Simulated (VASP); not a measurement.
# AlBN: single point with PBE

The system is AlBN.

```
Al B N
1.0
     4.11253    0.00000    0.00000
     0.00000    4.11253    0.00000
     0.00000    0.00000    2.67883
Al B N
1 1 1
Direct
  0.00000 0.00000 0.00000
  0.50000 0.50000 0.00000
  0.50000 0.50000 0.50000
```

- Program: VASP 6.6.1
- Task: single point
- Functional: PBE
- Potentials or basis: VASP PAW PBE potentials, release 64 (Al, B, N)
- Cutoff: 520 eV
- k mesh: 6 × 6 × 4
- Occupations: gaussian, width 0.1 eV
- Spin: no spin polarisation
- Dipole correction: no
- Further INCAR settings: ALGO = Normal; EDIFF = 1e-07; NBANDS = 12

```json
{
 "Pressure": "-0.3 GPa"
}
```

Stress tensor (GPa, compression positive):
```
-0.10  0.00  0.00
 0.00 -0.10  0.00
 0.00  0.00 -0.73
```

Levels at points of the mesh, in eV from the Fermi level:
```csv
k point,band 3,band 4,band 5,band 6,band 7,band 8
"(0.00, 0.00, 0.00)",-6.18,-6.18,-6.15,2.96,2.96,3.12
"(0.50, 0.00, 0.00)",-8.15,-5.98,-3.12,-1.24,1.61,6.04
"(0.50, 0.50, 0.00)",-7.06,-7.06,-5.37,1.69,1.69,4.12
"(0.00, 0.00, 0.50)",-2.95,-2.95,-1.39,-1.09,0.39,0.39
"(0.50, 0.00, 0.50)",-3.94,-2.85,-2.65,0.21,0.90,2.68
"(0.50, 0.50, 0.50)",-3.39,-3.39,-1.15,-1.15,-0.78,-0.01
```

Wall time 5.1 s on 1 thread of Intel(R) Xeon(R) 6975P-C (Granite Rapids) (shared host), peak memory 0.15 GiB.

Caveat: the k points lie up to 0.59 Å⁻¹ apart.
